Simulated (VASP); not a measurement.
Wanted: the native input for a VASP 6.6.1 run.

```
Task                    : single point
Functional              : PBE
Potentials or basis     : VASP PAW PBE potentials, release 64 (Se)
Cutoff                  : 520 eV
k mesh                  : 17 × 17 × 17
Occupations             : fermi-dirac, width 0.08 eV
Spin                    : no spin polarisation
Dipole correction       : no
k mesh for the DOS      : 26 × 26 × 26
Occupations for the DOS : tetrahedron
Further INCAR settings  : ALGO = Normal; EDIFF = 1e-06; NBANDS = 9
```

Se:

```
CELL_PARAMETERS angstrom
-1.51307 1.51307 1.51307
1.51307 -1.51307 1.51307
1.51307 1.51307 -1.51307
ATOMIC_POSITIONS crystal
Se 0.00000 0.00000 0.00000
```

This isn't the form of Se at room conditions, which is trigonal, of chains.

These files were run (other wordings do the same):

POSCAR

```
Se
1.0
   -1.5130657373      1.5130657373      1.5130657373
    1.5130657373     -1.5130657373      1.5130657373
    1.5130657373      1.5130657373     -1.5130657373
Se
1
Direct
    0.0000000000      0.0000000000      0.0000000000
```

INCAR.step1

```
SYSTEM = Se
ALGO = Normal
EDIFF = 1E-6
ENCUT = 520
GGA = PE
ISIF = 2
ISMEAR = -1
LASPH = .TRUE.
LCHARG = .TRUE.
LREAL = .FALSE.
LWAVE = .FALSE.
NBANDS = 9
NELM = 100
PREC = Accurate
SIGMA = 0.08
```

KPOINTS.step1

```
k-points
0
G
  17 17 17
  0 0 0
```

INCAR.step2

```
SYSTEM = Se
ALGO = Normal
EDIFF = 1E-6
ENCUT = 520
GGA = PE
ICHARG = 11
ISIF = 2
ISMEAR = -5
LASPH = .TRUE.
LCHARG = .FALSE.
LORBIT = 11
LREAL = .FALSE.
LWAVE = .FALSE.
NBANDS = 9
NEDOS = 2001
NELM = 100
PREC = Accurate
SIGMA = 0.08
```

KPOINTS.step2

```
k-points
0
G
  26 26 26
  0 0 0
```

Potentials or basis: VASP PAW PBE potentials, release 64 (Se).

Command:

```console
$ cat potpaw_PBE.64/Se/POTCAR > POTCAR
$ cp INCAR.step1 INCAR
$ cp KPOINTS.step1 KPOINTS
$ mpirun -np 1 vasp_std > vasp.out
$ cp INCAR.step2 INCAR
$ cp KPOINTS.step2 KPOINTS
$ mpirun -np 1 vasp_std > vasp.out
```

Results of the run:

```yaml
Valence_electrons_inside_the_program's_atomic_spheres: Se 3.90
```

It took 50 s on 1 thread of Intel(R) Xeon(R) Platinum 8259CL CPU @ 2.50GHz (Skylake/Cascade Lake), with other jobs on the host, peak memory 0.2 GiB.
